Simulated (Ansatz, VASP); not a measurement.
# Two plane-wave programs on Zr

File INCAR:

```
SYSTEM = Zr
  PREC = Accurate
  ENCUT = 520
  EDIFF = 1E-7
  ISMEAR = 0
  SIGMA = 0.15
  LREAL = .False.
  LASPH = .True.
  NELM = 100
  ALGO = Fast
  ISIF = 2
  LWAVE = .False.
  LCHARG = .True.
  GGA = PS
  LELF = .True.
  LVHAR = .True.
  NBANDS = 19
```

File KPOINTS:

```
regular mesh
0
Gamma
  18 18 10
  0 0 0
```

The input POSCAR:

```
Zr
1.0
    3.2319982225      0.0000000000      0.0000000000
   -1.6159991112      2.7989925657      0.0000000000
    0.0000000000      0.0000000000      5.1470000000
Zr
2
Direct
    0.3869240437      0.7738480875      0.2208568098
    0.6666666667      0.3333333333      0.7500000000
```

Input for Ansatz:

```yaml
crystal:
  lattice:
    - [3.2319982225, 0.0, 0.0]
    - [-1.6159991112, 2.7989925657, 0.0]
    - [0.0, 0.0, 5.147]
  atoms:
    - { symbol: Zr, position: [0.3869240437, 0.7738480875, 0.2208568098] }
    - { symbol: Zr, position: [0.6666666667, 0.3333333333, 0.75] }
basis:
  ecutwfc: 420
kpoints:
  mp_grid: { grid: [18, 18, 10] }
hamiltonian:
  xc: pbesol
scf:
  occupations: { method: gaussian, width: 0.15 }
output:
  forces: true
  stress: true
  eigenvalues: true
  write_density: true
  write_potential: true
  elf: true
  volumetric_format: npy
```

Alike in both runs: task single point; functional PBEsol; k mesh 18 × 18 × 10; occupations gaussian, width 0.15 eV; no spin polarisation.

|  | VASP | Ansatz |
| --- | --- | --- |
| version | VASP 6.6.1 | Ansatz 0.2.0 |
| potentials or method | VASP PAW PBE potentials, release 64 (Zr_sv), cutoff 520 eV | scalar-relativistic, plane waves, PAW |
| valence electrons in the cell | 24 | 24 |

```csv
,VASP,Ansatz,Ansatz less VASP
gap on the k mesh at the Fermi level (eV),none,none,-
pressure (GPa),-2.9,-3.0,-0.06
"traceless stress, the component that is largest in VASP (GPa)",-2.94,-2.93,+0.014
rms of the force components (eV/Å),0.394,0.392,-0.0028
```

VASP's potentials were made for PBE, not for PBEsol. Atom by atom the forces differ by 0.003 eV/Å (rms over components). A gap of «none» marks a metal or a gap that the smearing closes.
